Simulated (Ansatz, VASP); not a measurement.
## In in VASP and in Ansatz

The input INCAR:

```
PREC     = Accurate       # precision mode
ENCUT    = 520            # plane-wave cutoff, eV
EDIFF    = 1E-6           # SCF threshold, eV
ISMEAR   = -1             # smearing method
SIGMA    = 0.05           # smearing width, eV
LREAL    = False          # projectors in reciprocal space
LASPH    = True           # aspherical terms in the spheres
NELM     = 100            # most SCF steps
ALGO     = Normal         # electronic algorithm
ISIF     = 2              # what is computed and relaxed
LWAVE    = False          # write WAVECAR
LCHARG   = False          # write CHGCAR
GGA      = PE             # functional
NBANDS   = 12             # bands
```

Contents of KPOINTS:

```
Automatic mesh
0
Gamma
  15 15 15
```

Contents of POSCAR:

```
In
1.0
   -1.8308774052      1.8308774052      1.9071639637
    1.8308774052     -1.8308774052      1.9071639637
    1.8308774052      1.8308774052     -1.9071639637
In
1
Direct
    0.0000000000      0.0000000000      0.0000000000
```

Input for Ansatz:

```yaml
crystal:
  lattice:
    - [-1.8308774052, 1.8308774052, 1.9071639637]
    - [1.8308774052, -1.8308774052, 1.9071639637]
    - [1.8308774052, 1.8308774052, -1.9071639637]
  atoms:
    - { symbol: In, position: [0.0, 0.0, 0.0] }
kpoints:
  mp_grid: { grid: [15, 15, 15] }
scf:
  occupations: { method: fermi_dirac, width: 0.05 }
hamiltonian:
  xc: pbe
  pseudopotentials: { kind: all_electron, lapw: { basis_error: 0.001 } }
output:
  forces: true
  stress: true
  eigenvalues: true
```

Change from the starting cell: x and y stretched by -4 %, z held.

Alike in both runs: task single point; functional PBE; k mesh 15 × 15 × 15; occupations fermi-dirac, width 0.05 eV; no spin polarisation.

|  | VASP | Ansatz |
| --- | --- | --- |
| version | VASP 6.6.1 | Ansatz 0.2.0 |
| potentials or method | VASP PAW PBE potentials, release 64 (In_d), cutoff 520 eV | all-electron LAPW, scalar-relativistic |

Ansatz gave:

* pressure (GPa): 3.5
* traceless stress, the component that is largest in VASP (GPa): 0.31

**Question.** Estimate VASP's values.

**Answer.** Pressure (GPa): 3.4; traceless stress, the component that is largest in VASP (GPa): 0.31.

Ansatz ran all-electron here, and VASP with PAW potentials.
